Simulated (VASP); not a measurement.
Input of a VASP 6.6.1 run:

Contents of INCAR:

```
PREC = Accurate
ENCUT = 520
EDIFF = 1E-6
ISMEAR = -1
SIGMA = 0.05
LREAL = F
LASPH = T
NELM = 80
ALGO = Normal
ISIF = 2
LWAVE = F
LCHARG = F
GGA = RP
NBANDS = 17
```

The input KPOINTS:

```
Automatic mesh
0
Gamma
  8 8 4
```

The input POSCAR:

```
Ca
1.0
    3.9800000000      0.0000000000      0.0000000000
   -1.9900000000      3.4467811071      0.0000000000
    0.0000000000      0.0000000000      6.5200000000
Ca
2
Direct
    0.6666666667      0.3333333333      0.7500000000
    0.3333333333      0.6666666667      0.2500000000
```

Potentials or basis: VASP PAW PBE potentials, release 64 (Ca_sv).

The run is started by

```console
$ cat potpaw_PBE.64/Ca_sv/POTCAR > POTCAR
$ mpirun -np 1 vasp_std > vasp.out
```

(1) Predict the pressure.

(2) What does it give for the band gap on the k mesh?

## Answers

(1) 0.0 GPa.

(2) zero (band 10 reaches 2.17 eV, above the bottom of band 11 at 1.60 eV).

Caveat: the PAW data sets were made with another functional, which shifts forces and pressure a little.
